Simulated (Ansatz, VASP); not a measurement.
Two plane-wave programs on MgO

```
Mg O
1.0
     0.00000    2.13515    2.13515
     2.13515    0.00000    2.13515
     2.13515    2.13515    0.00000
Mg O
1 1
Direct
  0.00000 0.00000 0.00000
  0.51756 0.51756 0.48244
```

Change from the starting cell: all O atoms moved +0.075 Å, as atom 2 along Cartesian [0 0 1].

Alike in both runs: task single point; functional LDA; k mesh 10 × 10 × 10; occupations gaussian, width 0.05 eV; no spin polarisation.

|  | VASP | Ansatz |
| --- | --- | --- |
| version | VASP 6.6.1 | Ansatz 0.2.0 |
| potentials or method | VASP PAW LDA potentials, release 64 (Mg_sv, O), cutoff 750 eV | scalar-relativistic, plane waves, PAW |
| valence electrons in the cell | 16 | 16 |

|  | VASP | Ansatz | Ansatz less VASP |
| --- | --- | --- | --- |
| gap on the k mesh at the Fermi level (eV) | 4.28 | 4.26 | -0.016 |
| least direct gap on the mesh (eV) | 4.28 | 4.26 | -0.016 |
| pressure (GPa) | -11.3 | -11.1 | +0.13 |
| traceless stress, the component that is largest in VASP (GPa) | 1.11 | 1.08 | -0.029 |
| rms of the force components (eV/Å) | 0.185 | 0.179 | -0.0062 |

LDA's correlation is that of Perdew and Zunger in VASP and of Perdew and Wang (1992) in Ansatz. Atom by atom the forces differ by 0.006 eV/Å (rms over components).
